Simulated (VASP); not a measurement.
Set up this calculation in VASP 6.6.1, as the native input.

```yaml
Task: single point
Functional: PBE
Potentials_or_basis: VASP PAW PBE potentials, release 64 (As)
Cutoff: 520 eV
k_mesh: 6 × 6 × 4
Occupations: gaussian, width 0.1 eV
Spin: no spin polarisation
Dipole_correction: no
Further_INCAR_settings: ALGO = Normal; EDIFF = 1e-06; NBANDS = 12
```

The structure of As lies in POSCAR:

```
As
1.0
    3.1307331739     -1.8080218946     -0.1087619170
    3.1307331739      1.8080218946     -0.1087619170
   -2.4280947461      0.0000000000      5.8282750608
As
2
Direct
    0.1159771869      0.1159771869      0.3792625533
    0.8840228131      0.8840228131      0.6207374467
```

One way to write it, as run:

INCAR

```
SYSTEM = As
ALGO     = Normal         ! electronic algorithm
EDIFF    = 1E-6           ! SCF threshold, eV
ENCUT    = 520            ! plane-wave cutoff, eV
GGA      = PE             ! functional
ISIF     = 2              ! what is computed and relaxed
ISMEAR   = 0              ! smearing method
LASPH    = .TRUE.         ! aspherical terms in the spheres
LCHARG   = .FALSE.        ! write CHGCAR
LREAL    = .FALSE.        ! projectors in reciprocal space
LWAVE    = .FALSE.        ! write WAVECAR
NBANDS   = 12             ! bands
NELM     = 60             ! most SCF steps
PREC     = Accurate       ! precision mode
SIGMA    = 0.1            ! smearing width, eV
```

KPOINTS

```
k-points
0
G
  6 6 4
  0 0 0
```

Potentials or basis: VASP PAW PBE potentials, release 64 (As).

Run with:

```console
$ cat potpaw_PBE.64/As/POTCAR > POTCAR
$ mpirun -np 1 vasp_std > vasp.out
```

It gave:

```
Pressure               : 0.3 GPa
Largest force          : 0.078 eV/Å
Band gap on the k mesh : 1.09 eV (least direct gap 1.40 eV)
```

Caveat: this functional lacks dispersion, which binds the layers, so the pressure and a relaxed spacing across them are unreliable.

Wall time 29 s on 1 thread of Intel Xeon 8259CL, on a shared host, peak memory 0.19 GiB.
